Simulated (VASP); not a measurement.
# Al16N16F (a cell with a defect) in VASP: notebook, part 2 of 2

VASP 6.6.1. Earlier steps stand in the parts before.

## (3) Single point, PBE

Contents of INCAR:

```
SYSTEM = Al16N16F
PREC = Accurate
ENCUT = 520
EDIFF = 1E-6
ISMEAR = -1
SIGMA = 0.01
LREAL = Auto
LASPH = .TRUE.
NELM = 120
ALGO = Normal
ISIF = 2
LWAVE = .FALSE.
LCHARG = .TRUE.
GGA = PE
LELF = .TRUE.
LVHAR = .TRUE.
NELECT = 136.0
NBANDS = 90
GGA_COMPAT = .FALSE.
```

Contents of KPOINTS:

```
regular mesh
0
G
  1 1 1
  0 0 0
```

Contents of POSCAR:

```
Al16N16F
1.0
    6.2604124000      0.0000000600      0.0000000000
   -3.1302062500      5.4216761500      0.0000000000
    0.0000000000      0.0000000000     10.0361163400
Al N F
16 16 1
Direct
    0.3286795190      0.1653936819      0.2428104575
    0.1655639131      0.3309332650      0.4989083257
    0.3343642581      0.1682844852      0.7507839432
    0.1697145400      0.3390958698      1.0045233294
    0.3341699487      0.6680852710      0.2672143197
    0.1655303174      0.8368030226      0.4988006147
    0.3341938994      0.6682258179      0.7434621867
    0.1696144650      0.8329947907      1.0046314389
    0.8369381508      0.1654453208      0.2428375596
    0.6674847652      0.3348213559      0.4944162495
    0.8341454701      0.1683405509      0.7507894234
    0.6675388441      0.3348787183      0.9990706226
    0.8368803052      0.6736702541      0.2429358048
    0.6714546669      0.8368413816      0.4988081874
    0.8340826713      0.6679596586      0.7507953022
    0.6635882784      0.8329931252      1.0046252612
    0.3333604228      0.1677862998      0.4393633803
    0.1829357896      0.3655546614      0.2010558598
    0.3372719656      0.1697401236      0.9433255534
    0.1653481104      0.3304789774      0.6919489337
    0.3341620967      0.6681337800      0.4595161957
    0.1828952349      0.8194532219      0.2013591644
    0.3342819897      0.6683342715      0.9345155718
    0.1653193548      0.8370433542      0.6918891496
    0.8346303378      0.1678301921      0.4393872939
    0.6676095058      0.3350059852      0.1898133636
    0.8327467980      0.1697873360      0.9433241584
    0.6675051110      0.3348329760      0.6897733910
    0.8345543370      0.6689953161      0.4394240611
    0.6367723902      0.8195836193      0.2013727155
    0.8326632882      0.6651365464      0.9432377704
    0.6719054668      0.8370743353      0.6919132625
    0.0007354590      0.0011655067      0.1260392922
```

Potentials or basis: VASP PAW PBE potentials, release 64 (Al, N, F).

Started as:

```bash
$ cat potpaw_PBE.64/Al/POTCAR potpaw_PBE.64/N/POTCAR potpaw_PBE.64/F/POTCAR > POTCAR
$ mpirun -np 1 vasp_gam > vasp.out
```

Run time: 2.1 min. Hardware: 1 thread of Intel Xeon 8259CL, shared host; peak memory 0.41 GiB.

Results (log left out):

```
Free energy   : -221.7521 eV
Largest force : 2.600 eV/Å
```

Forces in eV/Å, atoms in the order of the input:
```
Al  -0.009 -0.001  0.112
Al   0.001  0.016  0.045
Al   0.038  0.015 -0.001
Al  -0.006 -0.188  0.095
Al  -0.008 -0.009  0.164
Al   0.017 -0.009  0.049
Al   0.003  0.007  0.133
Al  -0.161  0.077  0.093
Al   0.012  0.003  0.109
Al   0.001  0.002  0.075
Al  -0.037  0.010 -0.001
Al   0.004  0.009 -0.089
Al   0.004  0.022  0.103
Al  -0.017 -0.010  0.052
Al  -0.003 -0.030 -0.007
Al   0.160  0.083  0.091
N    0.000  0.002  0.064
N   -0.002 -0.255  0.441
N    0.074  0.047 -0.107
N    0.000  0.025  0.055
N    0.000 -0.001  0.054
N   -0.214  0.124  0.433
N    0.000  0.003  0.314
N    0.020 -0.011  0.053
N    0.000  0.003  0.061
N   -0.002 -0.012 -0.049
N   -0.074  0.046 -0.104
N    0.000 -0.001 -0.082
N    0.001 -0.005  0.061
N    0.223  0.126  0.427
N    0.000 -0.084 -0.097
N   -0.018 -0.011  0.051
F   -0.005  0.008 -2.600
```

Levels at points of the mesh, in eV from the Fermi level:
```csv
k point,band 64,band 65,band 66,band 67,band 68,band 69,band 70,band 71,band 72,band 73
"(0.00, 0.00, 0.00)",-0.98,-0.98,-0.52,-0.29,-0.29,3.36,4.42,4.42,4.45,4.49
```

Caveat: the k points lie up to 1.16 Å⁻¹ apart, too coarse for converged energies, forces and pressures; the cell carries a net charge on a neutralising background, which shifts energy and pressure; the cell is charged against a uniform background, so pressure and absolute levels hang on convention.

## (4) Single point, PBE

Contents of INCAR:

```
SYSTEM = Al16N16F
ALGO     = Normal         ! electronic algorithm
EDIFF    = 1E-6           ! SCF threshold, eV
ENCUT    = 520            ! plane-wave cutoff, eV
GGA      = PE             ! functional
GGA_COMPAT= .FALSE.      
ISIF     = 2              ! what is computed and relaxed
ISMEAR   = -1             ! smearing method
LASPH    = .TRUE.         ! aspherical terms in the spheres
LCHARG   = .TRUE.         ! write CHGCAR
LELF     = .TRUE.         ! ELF
LREAL    = Auto         
LVHAR    = .TRUE.       
LWAVE    = .FALSE.        ! write WAVECAR
NBANDS   = 90             ! bands
NELECT   = 136.0        
NELM     = 120            ! most SCF steps
PREC     = Accurate       ! precision mode
SIGMA    = 0.01           ! smearing width, eV
```

Contents of KPOINTS:

```
k-points
0
G
  1 1 1
  0 0 0
```

Contents of POSCAR:

```
Al16N16F
1.0
    6.2604124000      0.0000000600      0.0000000000
   -3.1302062500      5.4216761500      0.0000000000
    0.0000000000      0.0000000000     10.0361163400
Al N F
16 16 1
Direct
    0.3331891808      0.1677003485      0.2505467170
    0.1674770920      0.3347778325      0.5005361466
    0.3383798138      0.1702923513      0.7468725696
    0.1639096709      0.3276420319      1.0006360688
    0.3341861341      0.6681933557      0.2598137478
    0.1674809010      0.8349084056      0.5005276772
    0.3341879605      0.6681979668      0.7519187447
    0.1639088487      0.8384696659      1.0006276990
    0.8346870630      0.1677005274      0.2505462188
    0.6675205797      0.3348635938      0.4966577540
    0.8320891821      0.1702917925      0.7468731675
    0.6675205616      0.3348645160      0.9945967805
    0.8346916874      0.6692048454      0.2505524961
    0.6676063249      0.8349082156      0.5005278765
    0.8320904870      0.6640027642      0.7468633031
    0.6747395025      0.8384698447      1.0006283965
    0.3338749111      0.1680459981      0.4437753459
    0.1731519976      0.3461276435      0.2043531512
    0.3480551490      0.1751296007      0.9339145425
    0.1673716818      0.3345670121      0.6930334169
    0.3341849600      0.6681913268      0.4528759777
    0.1731558975      0.8292339611      0.2043771645
    0.3341880955      0.6681975979      0.9469617209
    0.1673766338      0.8350139080      0.6930274385
    0.8343465886      0.1680450703      0.4437752462
    0.6675248960      0.3348731849      0.1911317022
    0.8272510964      0.1751290420      0.9339156385
    0.6675179727      0.3348580604      0.6836468179
    0.8343442856      0.6685100419      0.4437820218
    0.6562563800      0.8292334024      0.2043759688
    0.8272487186      0.6543192275      0.9339008918
    0.6678160698      0.8350133491      0.6930273389
    0.0008413764      0.0015019340      0.0684188960
```

Started as:

```bash
$ cat potpaw_PBE.64/Al/POTCAR potpaw_PBE.64/N/POTCAR potpaw_PBE.64/F/POTCAR > POTCAR
$ mpirun -np 1 vasp_gam > vasp.out
```

Wall time 2 min (1 thread of Intel Xeon 8259CL, shared host); peak memory 0.42 GiB.

The run converged. Its results:

| Property | Result |
| --- | --- |
| Free energy | -222.9785 eV |
| Largest force | 0.017 eV/Å |

Forces on the atoms (eV/Å):
```
Al  -0.004 -0.001 -0.002
Al   0.000  0.000  0.000
Al   0.000  0.000 -0.007
Al   0.000  0.017  0.000
Al   0.000  0.005  0.007
Al   0.000  0.001  0.000
Al   0.000  0.002 -0.002
Al   0.013 -0.009  0.001
Al   0.004 -0.001 -0.002
Al   0.000  0.003 -0.003
Al   0.000  0.000 -0.007
Al   0.000 -0.001  0.007
Al   0.000  0.003 -0.002
Al   0.000  0.001  0.000
Al   0.000  0.000 -0.003
Al  -0.013 -0.009  0.001
N    0.001  0.001  0.000
N    0.000 -0.002  0.000
N   -0.002 -0.001  0.005
N    0.000 -0.003  0.000
N    0.000 -0.001 -0.005
N   -0.001  0.000 -0.001
N    0.000 -0.001 -0.002
N   -0.003  0.001  0.000
N   -0.001  0.001  0.000
N    0.000  0.000 -0.006
N    0.002 -0.001  0.005
N    0.000  0.000  0.002
N    0.000 -0.002  0.000
N    0.001  0.000 -0.001
N    0.000  0.003  0.005
N    0.003  0.001  0.000
F    0.000 -0.003  0.012
```

Levels at points of the mesh, in eV from the Fermi level:
| k point | band 64 | band 65 | band 66 | band 67 | band 68 | band 69 | band 70 | band 71 | band 72 | band 73 |
| --- | --- | --- | --- | --- | --- | --- | --- | --- | --- | --- |
| (0.00, 0.00, 0.00) | -0.91 | -0.91 | -0.39 | -0.39 | -0.26 | 3.56 | 4.67 | 4.67 | 4.68 | 4.72 |

Caveat: the k points lie up to 1.16 Å⁻¹ apart, too coarse for converged energies, forces and pressures; the cell carries a net charge on a neutralising background, which shifts energy and pressure; the cell is charged against a uniform background, so pressure and absolute levels hang on convention.
